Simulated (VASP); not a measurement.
# Se (Cmme) in VASP: notebook

The runs below take Se through single point, relaxation of cell and atoms, with PBE.

Everything below comes from runs of VASP 6.6.1. Logs are shortened: lines on timing, memory, paths and dates and some standing lists are left out, and cuts for length are marked.

## 1. The cell of the first run

It takes space group Cmme (No. 67, orthorhombic). Conventional cell: a = 4.905 Å, b = 4.908 Å, c = 5.416 Å, α = 90.00°, β = 90.00°, γ = 90.00°. Se (site symmetry mm2) has 16 Se at 2.55 to 3.54 Å within 3.6 Å. Within 3.2 Å of Se (site symmetry 2/m) lie 6 Se at 2.45 to 2.55 Å.

The cell was generated, and may not be a known phase.

## 2. Single point, PBE

File INCAR:

```
SYSTEM = Se
PREC = Accurate
ENCUT = 520
EDIFF = 1E-6
ISMEAR = 0
SIGMA = 0.1
LREAL = .False.
LASPH = .True.
NELM = 100
ALGO = Normal
ISIF = 2
LWAVE = .False.
LCHARG = .False.
GGA = PE
NBANDS = 20
```

File KPOINTS:

```
Automatic mesh
0
Gamma
  6 6 4
  0 0 0
```

File POSCAR:

```
Se
1.0
    2.4525502800     -2.4541210000      0.0000000000
    2.4525502800      2.4541210000      0.0000000000
    0.0000000000      0.0000000000      5.4164188000
Se
4
Direct
    0.2500000000      0.7500000000      0.4123970000
    0.7500000000      0.2500000000      0.5876030000
    0.0000000000      0.5000000000      0.0000000000
    0.5000000000      0.0000000000      0.0000000000
```

Potentials or basis: VASP PAW PBE potentials, release 64 (Se).

Launch:

```
> cat potpaw_PBE.64/Se/POTCAR > POTCAR
> mpirun -np 1 vasp_std > vasp.out
```

OUTCAR:

```text
SYSTEM = Se
   PREC = Accurate
   ENCUT = 520
   EDIFF = 1E-6
   ISMEAR = 0
   LREAL = .False.
   LASPH = .True.
   NELM = 100
   ISIF = 2
   GGA = PE

 ion  position               nearest neighbor table
   1  0.250  0.750  0.412-   3 2.55   4 2.55   2 2.63   2 2.63   2 2.63   2 2.63
   2  0.750  0.250  0.588-   3 2.55   4 2.55   1 2.63   1 2.63   1 2.63   1 2.63
   3  0.000  0.500  0.000-   4 2.45   4 2.45   4 2.45   4 2.45   1 2.55   2 2.55
   4  0.500  0.000  0.000-   3 2.45   3 2.45   3 2.45   3 2.45   1 2.55   2 2.55

  LATTYP: Found a base centered orthorhombic cell.
 ALAT       =     4.9051005600
 B/A-ratio  =     1.0006404435
 C/A-ratio  =     1.1042421524

  Lattice vectors:

 A1 = (   2.4525502800,  -2.4541210000,   0.0000000000)
 A2 = (   2.4525502800,   2.4541210000,   0.0000000000)
 A3 = (   0.0000000000,   0.0000000000,   5.4164188000)

Analysis of symmetry for initial positions (statically):
=====================================================================
 Subroutine PRICEL returns:
 Original cell was already a primitive cell.

 Routine SETGRP: Setting up the symmetry group for a
 base centered orthorhombic supercell.

 Subroutine GETGRP returns: Found  8 space group operations
 (whereof  4 operations were pure point group operations)
 out of a pool of  8 trial point group operations.

The static configuration has the point symmetry C_2h.
 The point group associated with its full space group is D_2h.

Analysis of symmetry for dynamics (positions and initial velocities):
=====================================================================
 Subroutine PRICEL returns:
 Original cell was already a primitive cell.

 Routine SETGRP: Setting up the symmetry group for a
 base centered orthorhombic supercell.

 Subroutine GETGRP returns: Found  8 space group operations
 (whereof  4 operations were pure point group operations)
 out of a pool of  8 trial point group operations.

The dynamic configuration has the point symmetry C_2h.
 The point group associated with its full space group is D_2h.

 Subroutine INISYM returns: Found  8 space group operations
 (whereof  4 operations are pure point group operations),
 and found     1 'primitive' translations

----------------------------------------------------------------------------------------

                                     Primitive cell

  volume of cell :      65.2013

  direct lattice vectors                    reciprocal lattice vectors
[... 84 lines left out ...]
   ICHARG =      2    charge: 1-file 2-atom 10-const
   ISPIN  =      1    spin polarized calculation?
   LNONCOLLINEAR =      F non collinear calculations
   LSORBIT =      F    spin-orbit coupling
   LASPH  =      T    aspherical Exc in radial PAW
   ENCUT  =  520.0 eV  38.22 Ry    6.18 a.u.   6.45  6.45 10.07*2*pi/ulx,y,z
   NELM   =    100;   NELMIN=  2; NELMDL= -5     # of ELM steps
   EDIFF  = 0.1E-05   stopping-criterion for ELM
   LREAL  =      F    real-space projection
[... 7 lines left out ...]
   TEBEG  =    0.0;   TEEND  =   0.0 temperature during run
   PSTRESS=    0.0 pullay stress
   NELECT =      24.0000    total number of electrons
   NUPDOWN=      -1.0000    fix difference up-down
   EMIN   =  10.00;   EMAX   =-10.00  energy-range for DOS
   EFERMI =   0.00;   METHOD = LEGACY
   ISMEAR =     0;   SIGMA  =   0.10  broadening in eV -4-tet -1-fermi 0-gaus
   EFERMI_NEDOS =   21; number of points for ismear=-14 and -15
   IALGO  =     38    algorithm
   IMIX   =      4    mixing-type and parameters
     AMIX     =   0.40;   BMIX     =  1.00
     AMIX_MAG =   1.60;   BMIX_MAG =  1.00
  volume/ion in A,a.u.               =      16.30       110.00
  Fermi-wavevector in a.u.,A,eV,Ry     =   1.173257  2.217134 18.728859  1.376532
  Thomas-Fermi vector in A             =   2.309673
   LORBIT       =      0    0 simple, 1 ext, 2 COOP (PROOUT), +10 PAW based schemes
   GGA     = PE    functional components
   LHFCALC =     F    Hartree Fock is set to
   AEXX    =    0.0000 exact exchange contribution
   IVDW    =     0    specifies the selected vdW correction
   LEPSILON=     F    determine dielectric tensor
   LRPA    =     F    only Hartree local field effects (RPA)
 non-spin polarized calculation
 Gauss-broadening in eV      SIGMA  =   0.10
  energy-cutoff  :      520.00
  volume of cell :       65.20
 maximum number of plane-waves:      1784
 NGX is ok and might be reduce to    28
   NGX = 13   NGY = 13   NGZ = 21

 number of electron      24.0000001 magnetization

 Free energy of the ion-electron system (eV)
  ---------------------------------------------------
  ext. energy  EPLUGINS =         0.00000000
  ---------------------------------------------------
  free energy    TOTEN  =        -9.60781069 eV

  energy without entropy =       -9.59810094  energy(sigma->0) =       -9.60295581

 E-fermi :   9.0348     XC(G=0): -11.4760

 val. band max:        9.0259126934   @ k =  -0.3333   0.3333   0.2500
 cond. band min:       9.0349107218   @ k =   0.3333   0.3333   0.2500
 fundamental gap:      0.0089980284
 Fermi energy:         9.0347809375

 k-point     1 :       0.0000    0.0000    0.0000
  band No.  band energies     occupation
      1     -10.6408      2.00000
      2      -7.1035      2.00000
      3      -4.1110      2.00000
      4      -1.2834      2.00000
      5       1.9706      2.00000
      6       2.4784      2.00000
[... 541 lines left out ...]
     19      18.8133      0.00000
     20      19.2999      0.00000

 [... further k-points ...]

------------------------ aborting loop because EDIFF is reached ----------------------------------------

  FORCE on cell =-STRESS in cart. coord.  units (eV):
  Direction    XX          YY          ZZ          XY          YZ          ZX
  --------------------------------------------------------------------------------------
  -------------------------------------------------------------------------------------
  Total       22.6693880     18.9215380     16.2672130      0.0000000     -0.0000000      0.0000000
  in kB      557.0500966    464.9549672    399.7308003      0.0000000     -0.0000000      0.0000000
  external PRESSURE =     473.9119547 kB  Pullay stress =       0.0000000 kB

 VOLUME and BASIS-vectors are now :
 -----------------------------------------------------------------------------
  energy-cutoff  :      520.00
  volume of cell :       65.20
      direct lattice vectors                 reciprocal lattice vectors
     2.452550280 -2.454121000  0.000000000     0.203869419 -0.203738935  0.000000000
     2.452550280  2.454121000  0.000000000     0.203869419  0.203738935  0.000000000
     0.000000000  0.000000000  5.416418800     0.000000000  0.000000000  0.184623833

 POSITION                                       TOTAL-FORCE (eV/Angst)
 -----------------------------------------------------------------------------------
      2.45255      1.22706      2.23371        -0.000000      0.000000      1.000781
      2.45255     -1.22706      3.18270         0.000000      0.000000     -1.000781
      1.22628      1.22706      0.00000         0.000000     -0.000000      0.000000
      1.22628     -1.22706      0.00000         0.000000      0.000000      0.000000
 -----------------------------------------------------------------------------------
    total drift:                               -0.000000      0.000000     -0.000000

  FREE ENERGIE OF THE ION-ELECTRON SYSTEM (eV)
  ---------------------------------------------------
  free  energy   TOTEN  =        -9.6078106911 eV

  energy  without entropy=       -9.5981009378  energy(sigma->0) =       -9.60295581
```

OSZICAR:

```text
N       E                     dE             d eps       ncg     rms          rms(c)
DAV:   1     0.116171574016E+03    0.11617E+03   -0.11001E+04  1560   0.107E+03
DAV:   2    -0.277454911118E+01   -0.11895E+03   -0.11507E+03  2052   0.183E+02
DAV:   3    -0.958951928532E+01   -0.68150E+01   -0.67224E+01  1968   0.449E+01
DAV:   4    -0.963838308917E+01   -0.48864E-01   -0.48817E-01  1824   0.411E+00
DAV:   5    -0.963861954897E+01   -0.23646E-03   -0.23645E-03  1836   0.286E-01    0.144E+01
DAV:   6    -0.961379019566E+01    0.24829E-01   -0.34253E-02  1828   0.952E-01    0.878E+00
DAV:   7    -0.960798763791E+01    0.58026E-02   -0.29229E-02  1712   0.937E-01    0.164E-01
DAV:   8    -0.960785662809E+01    0.13101E-03   -0.43569E-04  1824   0.121E-01    0.959E-02
DAV:   9    -0.960780776645E+01    0.48862E-04   -0.29120E-04  1684   0.853E-02    0.327E-02
DAV:  10    -0.960781087639E+01   -0.31099E-05   -0.84142E-06  1840   0.171E-02    0.928E-03
DAV:  11    -0.960781069109E+01    0.18530E-06   -0.13315E-06  1140   0.811E-03
   1 F= -.96078107E+01 E0= -.96029558E+01  d E =-.970975E-02
```

Run time: 49 s. Hardware: 1 thread of Oxide Virtual Turin-like, shared host; peak memory 0.16 GiB.

What came out:

```yaml
Free_energy: -9.6078 eV
Pressure: 47.4 GPa
Largest_force: 1.001 eV/Å
Band_gap_on_the_k_mesh: zero (bands 12 and 13 overlap by 2.57 eV)
```

Forces in eV/Å, atoms in the order of the input:
```
Se   0.000  0.000  1.001
Se   0.000  0.000 -1.001
Se   0.000  0.000  0.000
Se   0.000  0.000  0.000
```

Stress tensor (GPa, compression positive):
```
55.71  0.00  0.00
 0.00 46.50  0.00
 0.00  0.00 39.97
```

Caveat: the stress differs along the axes, from 40 to 56 GPa; forces of over 1 eV/Å act on the atoms, so gaps and moduli don't describe the material at rest.

## 3. Single point, PBE

This run uses another cell than the first one, of 22.47 Å³/atom.

File INCAR:

```
PREC = Accurate ; ENCUT = 520
EDIFF = 1E-7 ; ISMEAR = 0
SIGMA = 0.1 ; LREAL = False
LASPH = True ; NELM = 80
ALGO = Normal ; ISIF = 2
LWAVE = False ; LCHARG = False
GGA = PE ; NBANDS = 20
```

File KPOINTS:

```
regular mesh
0
Gamma
  6 6 4
```

File POSCAR:

```
Se
1.0
    2.9088043019     -2.7369861540      0.0000000000
    2.9088043019      2.7369861540      0.0000000000
    0.0000000000      0.0000000000      5.6455038384
Se
4
Direct
    0.2500000000      0.7500000000      0.4272363466
    0.7500000000      0.2500000000      0.5727636534
    0.0000000000      0.5000000000      0.0000000000
    0.5000000000      0.0000000000      0.0000000000
```

Potentials or basis: VASP PAW PBE potentials, release 64 (Se).

Launch:

```
> cat potpaw_PBE.64/Se/POTCAR > POTCAR
> mpirun -np 1 vasp_std > vasp.out
```

Run time: 85 s. Hardware: 1 thread of Oxide Virtual Turin-like, shared host; peak memory 0.17 GiB.

Results (log left out):

- Free energy: -12.6832 eV
- Pressure: 0.3 GPa
- Largest force: 0.035 eV/Å
- Band gap on the k mesh: zero (bands 12 and 13 overlap by 2.35 eV)

Forces on the atoms (eV/Å):
```
Se   0.000  0.000  0.035
Se   0.000  0.000 -0.035
Se   0.000  0.000  0.000
Se   0.000  0.000  0.000
```

Stress tensor (GPa, compression positive):
```
0.36 0.00 0.00
0.00 0.41 0.00
0.00 0.00 0.08
```

Levels at points of the mesh, in eV from the Fermi level:
```tsv
k point	band 8	band 9	band 10	band 11	band 12	band 13	band 14	band 15	band 16	band 17
(0.00, 0.00, 0.00)	-3.82	-2.90	-1.82	-1.43	0.98	1.33	1.58	2.58	3.19	4.20
(0.50, 0.00, 0.00)	-2.64	-2.29	-2.29	-1.01	-1.01	-0.65	-0.65	1.21	1.21	7.17
(0.50, 0.50, 0.00)	-4.63	-4.09	-3.55	-2.62	0.71	2.25	2.84	3.62	3.96	6.38
(0.00, 0.00, 0.50)	-3.86	-3.54	-2.44	0.88	1.01	1.14	1.18	1.26	2.80	3.88
(0.50, 0.00, 0.50)	-3.23	-2.14	-2.14	-1.60	-1.60	-1.05	-1.05	1.11	1.11	7.25
(0.50, 0.50, 0.50)	-5.49	-2.04	-1.41	-0.79	0.13	1.15	1.93	2.80	3.97	5.42
```

## 4. Relaxation of cell and atoms, PBE

File INCAR:

```
PREC = Accurate
ENCUT = 600
EDIFF = 1E-6
ISMEAR = 0
SIGMA = 0.1
LREAL = F
LASPH = T
NELM = 80
ALGO = Normal
ISIF = 3
LWAVE = F
LCHARG = F
GGA = PE
IBRION = 2
NSW = 90
EDIFFG = -0.04
```

KPOINTS is that of step 3.

File POSCAR:

```
Se
1.0
    2.4525502800     -2.4541210000      0.0000000000
    2.4525502800      2.4541210000      0.0000000000
    0.0000000000      0.0000000000      5.4164188000
Se
4
Direct
    0.2500000000      0.7500000000      0.4123970000
    0.7500000000      0.2500000000      0.5876030000
    0.0000000000      0.5000000000      0.0000000000
    0.5000000000      0.0000000000      0.0000000000
```

Launch:

```
> cat potpaw_PBE.64/Se/POTCAR > POTCAR
> mpirun -np 1 vasp_std > vasp.out
```

Run time: 6.9 min. Hardware: 1 thread of Oxide Virtual Turin-like, shared host; peak memory 0.17 GiB.

Results (log left out):

```
Free energy                           : -12.6822 eV
Relaxed volume                        : 22.51 Å³/atom
Relaxed cell                          : a = 4.005 Å, b = 4.005 Å, c = 5.623 Å, α = 90.00°, β = 90.00°, γ = 86.62°
Space group after relaxing (to 0.1 Å) : Cmme (No. 67)
Energy gained by relaxing             : 768.5 meV/atom
Ionic steps                           : 11
Pressure after relaxing               : 0.0 GPa
Largest force after relaxing          : 0.031 eV/Å
Band gap on the k mesh                : zero (bands 12 and 13 overlap by 2.46 eV)
```

Forces in eV/Å, atoms in the order of the input:
```
Se   0.000  0.000 -0.031
Se   0.000  0.000  0.031
Se   0.000  0.000  0.000
Se   0.000  0.000  0.000
```

Stress tensor (GPa, compression positive):
```
 0.07  0.00  0.00
 0.00 -0.17  0.00
 0.00  0.00  0.05
```

Step by step:
| step | energy change (eV) | largest force (eV/Å) | pressure (GPa) | volume (Å³) |
| --- | --- | --- | --- | --- |
| 1 | 0.0000 | 1.0006 | 47.39 | 65.20 |
| 2 | -1.7862 | 0.2817 | -9.80 | 121.97 |
| 3 | -3.0067 | 0.2358 | -0.49 | 92.32 |
| 4 | -3.0070 | 0.2529 | -0.06 | 91.72 |
| 5 | -3.0262 | 0.2300 | -0.03 | 91.44 |
| 6 | -3.0531 | 0.1262 | 0.29 | 90.52 |
| 7 | -3.0665 | 0.0259 | -0.33 | 90.87 |
| 8 | -3.0685 | 0.0289 | -0.61 | 91.03 |
| 9 | -3.0734 | 0.0202 | 0.30 | 89.65 |
| 10 | -3.0735 | 0.0214 | 0.24 | 89.74 |
| 11 | -3.0741 | 0.0306 | -0.02 | 90.03 |

Final structure:
```yaml
crystal:
  lattice:
    - [2.91421, -2.74720, 0.00000]
    - [2.91421, 2.74720, 0.00000]
    - [0.00000, 0.00000, 5.62277]
  atoms:
    - { symbol: Se, position: [0.25000, 0.75000, 0.42990] }
    - { symbol: Se, position: [0.75000, 0.25000, 0.57010] }
    - { symbol: Se, position: [0.00000, 0.50000, 0.00000] }
    - { symbol: Se, position: [0.50000, 0.00000, 0.00000] }
```

Levels at points of the mesh, in eV from the Fermi level:
```tsv
k point	band 9	band 10	band 11	band 12	band 13	band 14	band 15	band 16
(0.00, 0.00, 0.00)	-2.94	-1.78	-1.38	0.97	1.36	1.61	2.57	3.16
(0.50, 0.00, 0.00)	-2.29	-2.29	-1.01	-1.01	-0.67	-0.67	1.22	1.22
(0.50, 0.50, 0.00)	-4.10	-3.49	-2.62	0.81	2.23	2.87	3.63	3.89
(0.00, 0.00, 0.50)	-3.49	-2.47	0.90	1.02	1.19	1.20	1.26	2.75
(0.50, 0.00, 0.50)	-2.13	-2.13	-1.56	-1.56	-1.07	-1.07	1.06	1.06
(0.50, 0.50, 0.50)	-1.99	-1.38	-0.75	0.13	1.24	2.02	2.78	3.90
```

Caveat: the volume moved by over 15 % at a fixed basis, so the end points are rough.

## 5. Summary

| task | cell | cutoff (eV) | gap on the mesh (eV) | pressure (GPa) | largest force (eV/Å) |
| --- | --- | --- | --- | --- | --- |
| single point | a = 3.470, b = 3.470, c = 5.416 Å, 4 atoms, atomic positions A | 520 | none | 47.4 | 1.00 |
| single point | a = 3.994, b = 3.994, c = 5.646 Å, angles 90.0, 90.0, 86.5°, 4 atoms, atomic positions B | 520 | none | 0.3 | 0.04 |
| relaxation of cell and atoms | relaxed from a = 3.470, b = 3.470, c = 5.416 Å, 4 atoms, atomic positions A | 600 | none | 0.0 | 0.03 |

Alike in all rows: level PBE; potentials or basis VASP PAW PBE potentials, release 64 (Se); no spin polarisation; k mesh 6 × 6 × 4; smearing gaussian 0.1 eV.

Caveats: the stress differs along the axes, from 40 to 56 GPa (at least some runs); forces of over 1 eV/Å act on the atoms, so gaps and moduli don't describe the material at rest (at least some runs); the volume moved by over 15 % at a fixed basis, so the end points are rough (at least some runs).

Total energies depend on the potentials used, so only differences within one code and one set of settings carry meaning.

The gap in the log of VASP goes by the Fermi energy; the results here count the filled bands.